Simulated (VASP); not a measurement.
Here is a VASP 6.6.1 calculation.

Contents of INCAR:

```
PREC     = Accurate       # precision mode
ENCUT    = 520            # plane-wave cutoff, eV
EDIFF    = 1E-6           # SCF threshold, eV
ISMEAR   = -1             # smearing method
SIGMA    = 0.05           # smearing width, eV
LREAL    = F              # projectors in reciprocal space
LASPH    = T              # aspherical terms in the spheres
NELM     = 150            # most SCF steps
ALGO     = Normal         # electronic algorithm
ISIF     = 2              # what is computed and relaxed
LWAVE    = F              # write WAVECAR
LCHARG   = F              # write CHGCAR
ISPIN    = 2              # spin polarisation
MAGMOM   = 1              # initial moments
LORBIT   = 11             # projections on sites
LMAXMIX  = 4              # l up to which the mixer works
GGA      = PE             # functional
NBANDS   = 16             # bands
```

File KPOINTS:

```
regular mesh
0
Gamma
  21 21 21
```

Contents of POSCAR:

```
V
1.0
    2.3423378525      0.0000000000      0.0000000000
    0.0000000000      2.3423378525      0.0000000000
    0.0000000000      0.0000000000      2.3423378525
V
1
Direct
    0.0000000000      0.0000000000      0.0000000000
```

Potentials or basis: VASP PAW PBE potentials, release 64 (V_sv).

The run is started by

```sh
$ cat potpaw_PBE.64/V_sv/POTCAR > POTCAR
$ mpirun -np 1 vasp_std > vasp.out
```

Question: What does it give for the net moment?

Answer: 0.00 μB per cell.

Question: What does it give for the pressure?

Answer: 24.5 GPa.
